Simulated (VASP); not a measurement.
# CuO (Cccm) in VASP: notebook

The runs below take CuO through single point, with r2SCAN.

Everything below comes from runs of VASP 6.6.1. Logs are shortened: lines on timing, memory, paths and dates and some standing lists are left out, and cuts for length are marked.

**1. The cell of the first run**

It takes space group Cccm (No. 66, orthorhombic). The conventional cell has a = 3.901 Å, b = 4.219 Å, c = 5.051 Å, α = 90.00°, β = 90.00°, γ = 90.00°. Cu (site symmetry 2/m) has 4 O at 1.91 Å within 2.5 Å. Within 2.6 Å of O (site symmetry 222) lie 4 Cu at 1.91 Å and 2 O at 2.53 Å.

**2. Single point, r2SCAN**

POSCAR

```
CuO
1.0
    1.9503245957     -2.1095876644      0.0000000000
    1.9503245957      2.1095876644      0.0000000000
    0.0000000000      0.0000000000      5.0506754463
Cu O
2 2
Direct
    0.5000000000      0.0000000000      0.0000000000
    0.0000000000      0.5000000000      0.5000000000
    0.5000000000      0.5000000000      0.2500000000
    0.5000000000      0.5000000000      0.7500000000
```

INCAR.step1

```
ALGO = Normal
EDIFF = 1E-4
ENCUT = 520
GGA = PE
ISMEAR = -1
LASPH = True
LCHARG = False
LREAL = False
LWAVE = True
NBANDS = 25
NELM = 60
PREC = Accurate
SIGMA = 0.05
```

INCAR.step2

```
ALGO = Normal
EDIFF = 1E-7
ENCUT = 520
ISIF = 2
ISMEAR = -1
ISTART = 1
LASPH = True
LCHARG = False
LMIXTAU = True
LREAL = False
LWAVE = False
METAGGA = R2SCAN
NBANDS = 25
NELM = 60
PREC = Accurate
SIGMA = 0.05
```

KPOINTS

```
k-points
0
Gamma
  9 9 5
```

Potentials or basis: VASP PAW PBE potentials, release 64 (Cu, O).

Command:

```console
> cat potpaw_PBE.64/Cu/POTCAR potpaw_PBE.64/O/POTCAR > POTCAR
> cp INCAR.step1 INCAR
> mpirun -np 1 vasp_std > vasp.out
> cp INCAR.step2 INCAR
> mpirun -np 1 vasp_std > vasp.out
```

OUTCAR:

```text
EDIFF = 1E-7
   ENCUT = 520
   ISIF = 2
   ISMEAR = -1
   ISTART = 1
   LASPH = True
   LREAL = False
   METAGGA = R2SCAN
   NELM = 60
   PREC = Accurate

 ion  position               nearest neighbor table
   1  0.500  0.000  0.000-   3 1.91   4 1.91   3 1.91   4 1.91
   2  0.000  0.500  0.500-   3 1.91   4 1.91   3 1.91   4 1.91
   3  0.500  0.500  0.250-   1 1.91   2 1.91   1 1.91   2 1.91
   4  0.500  0.500  0.750-   1 1.91   2 1.91   1 1.91   2 1.91

  LATTYP: Found a base centered orthorhombic cell.
 ALAT       =     3.9006491914
 B/A-ratio  =     1.0816597755
 C/A-ratio  =     1.2948294498

  Lattice vectors:

 A1 = (   1.9503245957,  -2.1095876644,   0.0000000000)
 A2 = (   1.9503245957,   2.1095876644,   0.0000000000)
 A3 = (   0.0000000000,   0.0000000000,   5.0506754463)

Analysis of symmetry for initial positions (statically):
=====================================================================
 Subroutine PRICEL returns:
 Original cell was already a primitive cell.

 Routine SETGRP: Setting up the symmetry group for a
 base centered orthorhombic supercell.

 Subroutine GETGRP returns: Found  8 space group operations
 (whereof  4 operations were pure point group operations)
 out of a pool of  8 trial point group operations.

The static configuration has the point symmetry C_2h.
 The point group associated with its full space group is D_2h.

Analysis of symmetry for dynamics (positions and initial velocities):
=====================================================================
 Subroutine PRICEL returns:
 Original cell was already a primitive cell.

 Routine SETGRP: Setting up the symmetry group for a
 base centered orthorhombic supercell.

 Subroutine GETGRP returns: Found  8 space group operations
 (whereof  4 operations were pure point group operations)
 out of a pool of  8 trial point group operations.

The dynamic configuration has the point symmetry C_2h.
 The point group associated with its full space group is D_2h.

 Subroutine INISYM returns: Found  8 space group operations
 (whereof  4 operations are pure point group operations),
 and found     1 'primitive' translations

----------------------------------------------------------------------------------------

                                     Primitive cell

  volume of cell :      41.5608

  direct lattice vectors                    reciprocal lattice vectors
     1.950324596 -2.109587664  0.000000000     0.256367582 -0.237013142  0.000000000
     1.950324596  2.109587664  0.000000000     0.256367582  0.237013142  0.000000000
     0.000000000  0.000000000  5.050675446     0.000000000  0.000000000  0.197993320

  length of vectors
     2.872999503  2.872999503  5.050675446     0.349141184  0.349141184  0.197993320

  position of ions in fractional coordinates (direct lattice)
     0.500000000  0.000000000  0.000000000
     0.000000000  0.500000000  0.500000000
     0.500000000  0.500000000  0.250000000
     0.500000000  0.500000000  0.750000000

  ion indices of the primitive-cell ions
   primitive index   ion index
                 1           1
                 2           2
                 3           3
                 4           4

----------------------------------------------------------------------------------------

 KPOINTS: k-points

Automatic generation of k-mesh.
 Grid dimensions read from file:
 generate k-points for:    9    9    5

 Generating k-lattice:

  Cartesian coordinates                     Fractional coordinates (reciprocal lattice)
     0.028485287 -0.026334794  0.000000000     0.111111111  0.000000000  0.000000000
     0.028485287  0.026334794  0.000000000     0.000000000  0.111111111  0.000000000
     0.000000000  0.000000000  0.039598664     0.000000000  0.000000000  0.200000000

  Length of vectors
     0.038793465  0.038793465  0.039598664

  Shift w.r.t. Gamma in fractional coordinates (k-lattice)
     0.000000000  0.000000000  0.000000000

 Subroutine IBZKPT returns following result:
 ===========================================

 Found     75 irreducible k-points:

 Following reciprocal coordinates:
            Coordinates               Weight
  0.000000  0.000000  0.000000      1.000000
  0.111111  0.000000  0.000000      4.000000
  0.222222  0.000000  0.000000      4.000000
  0.333333  0.000000  0.000000      4.000000
  0.444444  0.000000  0.000000      4.000000
  0.111111  0.111111  0.000000      2.000000
[... 16 lines left out ...]
 -0.333333  0.333333  0.000000      2.000000
  0.444444  0.444444  0.000000      2.000000
 [... further k-points ...]
   k-points           NKPTS =     75   k-points in BZ     NKDIM =     75   number of bands    NBANDS=     25
   number of dos      NEDOS =    301   number of ions     NIONS =      4
   total plane-waves  NPLWV =  23040
   dimension x,y,z NGX =    24 NGY =   24 NGZ =   40
   dimension x,y,z NGXF=    48 NGYF=   48 NGZF=   80
   ions per type =               2   2
   NGX,Y,Z   is equivalent  to a cutoff of  13.89, 13.89, 13.17 a.u.
   NGXF,Y,Z  is equivalent  to a cutoff of  27.78, 27.78, 26.33 a.u.
 SYSTEM =  unknown system
   PREC   = accura    normal or accurate (medium, high low for compatibility)
   ISTART =      1    job   : 0-new  1-cont  2-samecut
   ICHARG =      0    charge: 1-file 2-atom 10-const
   ISPIN  =      1    spin polarized calculation?
   LNONCOLLINEAR =      F non collinear calculations
   LSORBIT =      F    spin-orbit coupling
   LASPH  =      T    aspherical Exc in radial PAW
   ENCUT  =  520.0 eV  38.22 Ry    6.18 a.u.   5.34  5.34  9.39*2*pi/ulx,y,z
   NELM   =     60;   NELMIN=  2; NELMDL=  0     # of ELM steps
   EDIFF  = 0.1E-06   stopping-criterion for ELM
   LREAL  =      F    real-space projection
   EDIFFG = 0.1E-05   stopping-criterion for IOM
   NSW    =      0    number of steps for IOM
   IBRION =     -1    ionic relax: 0-MD 1-quasi-New 2-CG
   NFREE  =      0    steps in history (QN), initial steepest desc. (CG)
   ISIF   =      2    stress and relaxation
   ISYM   =      2    0-nonsym 1-usesym 2-fastsym
   POTIM  = 0.5000    time-step for ionic-motion
   TEBEG  =    0.0;   TEEND  =   0.0 temperature during run
   PSTRESS=    0.0 pullay stress
   NELECT =      34.0000    total number of electrons
   NUPDOWN=      -1.0000    fix difference up-down
   EMIN   =  10.00;   EMAX   =-10.00  energy-range for DOS
   EFERMI =   0.00;   METHOD = LEGACY
   ISMEAR =    -1;   SIGMA  =   0.05  broadening in eV -4-tet -1-fermi 0-gaus
   EFERMI_NEDOS =   21; number of points for ismear=-14 and -15
   IALGO  =     38    algorithm
   IMIX   =      4    mixing-type and parameters
     AMIX     =   0.40;   BMIX     =  1.00
     AMIX_MAG =   1.60;   BMIX_MAG =  1.00
  volume/ion in A,a.u.               =      10.39        70.12
  Fermi-wavevector in a.u.,A,eV,Ry     =   1.531110  2.893379 31.896123  2.344299
  Thomas-Fermi vector in A             =   2.638500
   LORBIT       =      0    0 simple, 1 ext, 2 COOP (PROOUT), +10 PAW based schemes
   METAGGA = R2SCAN    functional components
   LHFCALC =     F    Hartree Fock is set to
   AEXX    =    0.0000 exact exchange contribution
   IVDW    =     0    specifies the selected vdW correction
   LEPSILON=     F    determine dielectric tensor
   LRPA    =     F    only Hartree local field effects (RPA)
 non-spin polarized calculation
  energy-cutoff  :      520.00
  volume of cell :       41.56
 maximum number of plane-waves:      1151
 NGX is ok and might be reduce to    24
   NGX = 11   NGY = 11   NGZ = 19

 number of electron      33.9999970 magnetization

 Free energy of the ion-electron system (eV)
  ---------------------------------------------------
  ext. energy  EPLUGINS =         0.00000000
  ---------------------------------------------------
  free energy    TOTEN  =       -36.43898879 eV

  energy without entropy =      -36.42012608  energy(sigma->0) =      -36.42955744

 E-fermi :   5.5378     XC(G=0): -12.3955

 val. band max:        5.5257329264   @ k =   0.4444   0.4444   0.4000
 cond. band min:       5.5920098383   @ k =   0.4444   0.0000   0.2000
 fundamental gap:      0.0662769120
 Fermi energy:         5.5377626604

 k-point     1 :       0.0000    0.0000    0.0000
  band No.  band energies     occupation
      1     -15.9972      2.00000
      2     -14.5646      2.00000
      3      -3.4389      2.00000
      4      -0.6361      2.00000
      5      -0.4661      2.00000
      6       1.3272      2.00000
[... 17 lines left out ...]
     24      21.2439      0.00000
     25      21.5016      0.00000

 k-point     2 :       0.1111    0.0000    0.0000
  band No.  band energies     occupation
      1     -15.9259      2.00000
      2     -14.5435      2.00000
      3      -3.3184      2.00000
      4      -0.6675      2.00000
      5      -0.4720      2.00000
      6       0.5777      2.00000
[... 17 lines left out ...]
     24      21.4203      0.00000
     25      21.5823      0.00000

 k-point     3 :       0.2222    0.0000    0.0000
  band No.  band energies     occupation
      1     -15.7395      2.00000
      2     -14.4902      2.00000
      3      -2.9983      2.00000
      4      -0.7750      2.00000
      5      -0.6059      2.00000
      6      -0.4072      2.00000
[... 17 lines left out ...]
     24      21.4363      0.00000
     25      21.7972      0.00000

 k-point     4 :       0.3333    0.0000    0.0000
  band No.  band energies     occupation
      1     -15.5142      2.00000
      2     -14.4284      2.00000
      3      -2.6040      2.00000
      4      -1.6535      2.00000
      5      -0.8330      2.00000
      6      -0.3037      2.00000
[... 17 lines left out ...]
     24      20.5050      0.00000
     25      21.4900      0.00000
[... 477 lines left out ...]
 k-point    22 :      -0.4444    0.3333    0.0000
  band No.  band energies     occupation
      1     -14.9329      2.00000
      2     -14.2961      2.00000
      3      -1.9516      2.00000
      4      -1.3795      2.00000
      5      -1.2510      2.00000
      6      -0.4599      2.00000
[... 17 lines left out ...]
     24      18.6154      0.00000
     25      19.2763      0.00000

 k-point    23 :      -0.3333    0.3333    0.0000
  band No.  band energies     occupation
      1     -15.0816      2.00000
      2     -14.3303      2.00000
      3      -1.7120      2.00000
      4      -1.5158      2.00000
      5      -1.1618      2.00000
      6      -0.5297      2.00000
[... 17 lines left out ...]
     24      19.1670      0.00000
     25      19.6609      0.00000

 k-point    24 :       0.4444    0.4444    0.0000
  band No.  band energies     occupation
      1     -14.7888      2.00000
      2     -14.2655      2.00000
      3      -1.9982      2.00000
      4      -1.6866      2.00000
      5      -1.0087      2.00000
      6      -0.3943      2.00000
[... 17 lines left out ...]
     24      17.9528      0.00000
     25      18.2577      0.00000

 [... further k-points ...]

------------------------ aborting loop because EDIFF is reached ----------------------------------------

  FORCE on cell =-STRESS in cart. coord.  units (eV):
  Direction    XX          YY          ZZ          XY          YZ          ZX
  --------------------------------------------------------------------------------------
  -------------------------------------------------------------------------------------
  Total        1.5073980      1.4618410      2.5506455     -0.0000000      0.0000000      0.0000000
  in kB       58.1104979     56.3542663     98.3278976     -0.0000000      0.0000000      0.0000000
  external PRESSURE =      70.9308873 kB  Pullay stress =       0.0000000 kB

 VOLUME and BASIS-vectors are now :
 -----------------------------------------------------------------------------
  energy-cutoff  :      520.00
  volume of cell :       41.56
      direct lattice vectors                 reciprocal lattice vectors
     1.950324596 -2.109587664  0.000000000     0.256367582 -0.237013142  0.000000000
     1.950324596  2.109587664  0.000000000     0.256367582  0.237013142  0.000000000
     0.000000000  0.000000000  5.050675446     0.000000000  0.000000000  0.197993320

 POSITION                                       TOTAL-FORCE (eV/Angst)
 -----------------------------------------------------------------------------------
      0.97516     -1.05479      0.00000         0.000000     -0.000000     -0.000000
      0.97516      1.05479      2.52534        -0.000000     -0.000000     -0.000000
      1.95032      0.00000      1.26267        -0.000000      0.000000      0.000000
      1.95032      0.00000      3.78801        -0.000000      0.000000     -0.000000
 -----------------------------------------------------------------------------------
    total drift:                                0.000000     -0.000000     -0.000000

  FREE ENERGIE OF THE ION-ELECTRON SYSTEM (eV)
  ---------------------------------------------------
  free  energy   TOTEN  =       -36.4389887941 eV

  energy  without entropy=      -36.4201260825  energy(sigma->0) =      -36.42955744
```

Run time: 1.7 min. Hardware: 1 thread of Intel Xeon 6975P-C (Granite Rapids), shared host; peak memory 0.2 GiB.

Results:

```yaml
Free_energy: -36.4390 eV
Pressure: 7.1 GPa
Band_gap_on_the_k_mesh: zero (bands 17 and 18 overlap by 0.91 eV)
```

Stress tensor (GPa, compression positive):
```
5.81 0.00 0.00
0.00 5.64 0.00
0.00 0.00 9.83
```

Levels at points of the mesh, in eV from the Fermi level:
```tsv
k point	band 15	band 16	band 17	band 18	band 19	band 20
(0.00, 0.00, 0.00)	-2.70	-2.26	0.62	0.84	1.88	6.65
```

Caveat: the cell stands under pressure; the PAW data sets were made with another functional, which shifts forces and pressure a little; semilocal functionals often make such compounds metallic where correlation or magnetic order opens a gap, which also shifts bond lengths.

**3. Single point, r2SCAN**

This run uses another cell than the first one, of 10.61 Å³/atom.

POSCAR

```
CuO
1.0
    1.9640597285     -2.1244444051      0.0000000000
    1.9640597285      2.1244444051      0.0000000000
    0.0000000000      0.0000000000      5.0862447552
Cu O
2 2
Direct
    0.5000000000      0.0000000000      0.0000000000
    0.0000000000      0.5000000000      0.5000000000
    0.5000000000      0.5000000000      0.2500000000
    0.5000000000      0.5000000000      0.7500000000
```

INCAR.step1, as its differences from that of step 2:

```diff
@@ -10,3 +10,3 @@
 NBANDS = 25
-NELM = 60
+NELM = 100
 PREC = Accurate
```

INCAR.step2

```
ALGO = Normal
EDIFF = 1E-6
ENCUT = 520
ISIF = 2
ISMEAR = -1
ISTART = 1
LASPH = True
LCHARG = True
LELF = True
LMIXTAU = True
LREAL = False
LVHAR = True
LWAVE = False
METAGGA = R2SCAN
NBANDS = 25
NELM = 100
PREC = Accurate
SIGMA = 0.05
```

KPOINTS is that of step 2.

Potentials or basis: VASP PAW PBE potentials, release 64 (Cu, O).

Command:

```console
> cat potpaw_PBE.64/Cu/POTCAR potpaw_PBE.64/O/POTCAR > POTCAR
> cp INCAR.step1 INCAR
> mpirun -np 1 vasp_std > vasp.out
> cp INCAR.step2 INCAR
> mpirun -np 1 vasp_std > vasp.out
```

Wall time 96 s (1 thread of Intel Xeon 6975P-C (Granite Rapids), shared host); peak memory 0.21 GiB.

Results (log left out):

* Free energy: -36.4678 eV
* Pressure: 3.0 GPa
* Band gap on the k mesh: zero (bands 17 and 18 overlap by 0.89 eV)

Stress tensor (GPa, compression positive):
```
2.52 0.00 0.00
0.00 1.95 0.00
0.00 0.00 4.57
```

Levels at points of the mesh, in eV from the Fermi level:
| k point | band 15 | band 16 | band 17 | band 18 | band 19 | band 20 |
| --- | --- | --- | --- | --- | --- | --- |
| (0.00, 0.00, 0.00) | -2.62 | -2.20 | 0.61 | 0.82 | 1.82 | 6.63 |

Caveat: the cell stands under pressure; the PAW data sets were made with another functional, which shifts forces and pressure a little; semilocal functionals often make such compounds metallic where correlation or magnetic order opens a gap, which also shifts bond lengths. With open d or f shells a metallic result of r2SCAN can be an artefact of self-interaction; +U or a hybrid may open a gap.

**4. Single point, r2SCAN**

This run uses another cell than the first one, of 10.83 Å³/atom.

POSCAR

```
CuO
1.0
    1.9776053960     -2.1390962088      0.0000000000
    1.9776053960      2.1390962088      0.0000000000
    0.0000000000      0.0000000000      5.1213234137
Cu O
2 2
Direct
    0.5000000000      0.0000000000      0.0000000000
    0.0000000000      0.5000000000      0.5000000000
    0.5000000000      0.5000000000      0.2500000000
    0.5000000000      0.5000000000      0.7500000000
```

INCAR.step1

```
SYSTEM = CuO
PREC = Accurate
ENCUT = 520
ISMEAR = -1
SIGMA = 0.05
LREAL = .FALSE.
LASPH = .TRUE.
NELM = 60
NBANDS = 25
GGA = PE
ALGO = Normal
EDIFF = 1E-4
LWAVE = .TRUE.
LCHARG = .FALSE.
```

INCAR.step2

```
SYSTEM = CuO
PREC = Accurate
ENCUT = 520
EDIFF = 1E-7
ISMEAR = -1
SIGMA = 0.05
LREAL = .FALSE.
LASPH = .TRUE.
NELM = 60
ALGO = Normal
ISIF = 2
LWAVE = .FALSE.
LCHARG = .FALSE.
METAGGA = R2SCAN
LMIXTAU = .TRUE.
NBANDS = 25
ISTART = 1
```

KPOINTS

```
Automatic mesh
0
G
  9 9 5
  0 0 0
```

Command:

```console
> cat potpaw_PBE.64/Cu/POTCAR potpaw_PBE.64/O/POTCAR > POTCAR
> cp INCAR.step1 INCAR
> mpirun -np 1 vasp_std > vasp.out
> cp INCAR.step2 INCAR
> mpirun -np 1 vasp_std > vasp.out
```

Run time: 1.8 min. Hardware: 1 thread of Intel Xeon 6975P-C (Granite Rapids), shared host; peak memory 0.2 GiB.

It converged, with:

| Item | Value |
| --- | --- |
| Free energy | -36.4750 eV |
| Pressure | -0.7 GPa |
| Band gap on the k mesh | zero (bands 17 and 18 overlap by 0.87 eV) |

Stress tensor (GPa, compression positive):
```
-0.52  0.00  0.00
 0.00 -1.43  0.00
 0.00  0.00 -0.20
```

Levels at points of the mesh, in eV from the Fermi level:
```tsv
k point	band 13	band 14	band 15	band 16	band 17	band 18	band 19	band 20	band 21	band 22
(0.00, 0.00, 0.00)	-2.63	-2.59	-2.55	-2.15	0.60	0.81	1.77	6.61	7.87	13.99
```

Caveat: the PAW data sets were made with another functional, which shifts forces and pressure a little; semilocal functionals often make such compounds metallic where correlation or magnetic order opens a gap, which also shifts bond lengths. With open d or f shells a metallic result of r2SCAN can be an artefact of self-interaction; +U or a hybrid may open a gap.

**5. Overview**

```csv
cell,gap on the mesh (eV),pressure (GPa)
"a = 2.873, b = 2.873, c = 5.051 Å, angles 90.0, 90.0, 94.5°, 4 atoms",none,7.1
"a = 2.893, b = 2.893, c = 5.086 Å, angles 90.0, 90.0, 94.5°, 4 atoms",none,3.0
"a = 2.913, b = 2.913, c = 5.121 Å, angles 90.0, 90.0, 94.5°, 4 atoms",none,-0.7
```

Alike in all rows: task single point; level r2SCAN; potentials or basis VASP PAW PBE potentials, release 64 (Cu, O); no spin polarisation; k mesh 9 × 9 × 5; cutoff (eV) 520; smearing fermi-dirac 0.05 eV.

Caveats: the PAW data sets were made with another functional, which shifts forces and pressure a little; semilocal functionals often make such compounds metallic where correlation or magnetic order opens a gap, which also shifts bond lengths; the cell stands under pressure (at least some runs).

Absolute energies hang on the potentials; compare differences alone.

The gap in the log of VASP goes by the Fermi energy; the results here count the filled bands.